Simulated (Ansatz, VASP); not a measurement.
# One calculation of AlP, two programs

POSCAR

```
AlP
1.0
    0.0000000000      2.7255000000      2.7255000000
    2.7255000000      0.0000000000      2.7255000000
    2.7255000000      2.7255000000      0.0000000000
Al P
1 1
Direct
    0.0000000000      0.0000000000      0.0000000000
    0.2500000000      0.2500000000      0.2500000000
```

The input INCAR.step1:

```
SYSTEM = AlP
ALGO     = Normal         ! electronic algorithm
EDIFF    = 1E-5           ! SCF threshold, eV
ENCUT    = 400            ! plane-wave cutoff, eV
GGA      = PE             ! functional
GGA_COMPAT= .False.      
ISIF     = 2              ! what is computed and relaxed
ISMEAR   = -1             ! smearing method
LASPH    = .True.         ! aspherical terms in the spheres
LCHARG   = .False.        ! write CHGCAR
LREAL    = .False.        ! projectors in reciprocal space
LWAVE    = .True.         ! write WAVECAR
NBANDS   = 11             ! bands
NELM     = 120            ! most SCF steps
PREC     = Accurate       ! precision mode
SIGMA    = 0.02           ! smearing width, eV
```

The input INCAR.step2:

```
SYSTEM = AlP
ALGO     = Normal         ! electronic algorithm
EDIFF    = 1E-6           ! SCF threshold, eV
ENCUT    = 400            ! plane-wave cutoff, eV
GGA      = PE             ! functional
GGA_COMPAT= .False.      
HFSCREEN = 0.2079         ! screening, 1/A
ISIF     = 2              ! what is computed and relaxed
ISMEAR   = -1             ! smearing method
ISTART   = 1            
LASPH    = .True.         ! aspherical terms in the spheres
LCHARG   = .False.        ! write CHGCAR
LHFCALC  = .True.         ! exact exchange
LREAL    = .False.        ! projectors in reciprocal space
LWAVE    = .False.        ! write WAVECAR
NBANDS   = 11             ! bands
NELM     = 120            ! most SCF steps
PREC     = Accurate       ! precision mode
PRECFOCK = Normal       
SIGMA    = 0.02           ! smearing width, eV
```

KPOINTS

```
k-points
0
Gamma
  4 4 4
  0 0 0
```

Input for Ansatz:

```yaml
crystal:
  lattice:
    - [0.0, 2.7255, 2.7255]
    - [2.7255, 0.0, 2.7255]
    - [2.7255, 2.7255, 0.0]
  atoms:
    - { symbol: Al, position: [0.0, 0.0, 0.0] }
    - { symbol: P, position: [0.25, 0.25, 0.25] }
basis:
  ecutwfc: 550.0
kpoints:
  mp_grid:
    grid: [4, 4, 4]
hamiltonian:
  xc: hse06
scf:
  convergence:
    dr2_threshold: 1.0e-10
  occupations:
    method: fermi_dirac
    width: 0.02
output:
  eigenvalues: true
```

Alike in both runs: task single point; functional HSE06; k mesh 4 × 4 × 4; occupations fermi-dirac, width 0.02 eV; no spin polarisation.

|  | VASP | Ansatz |
| --- | --- | --- |
| version | VASP 6.6.1 | Ansatz 0.2.0 |
| potentials or method | VASP PAW PBE potentials, release 64 (Al, P), cutoff 400 eV | plane waves, PAW |
| valence electrons in the cell | 8 | 8 |

VASP gave:

- gap on the k mesh at the Fermi level (eV): 2.27

Which values does Ansatz return?

gap on the k mesh at the Fermi level (eV): 2.26.

The k mesh is coarse, so the values compare programs but aren't converged.
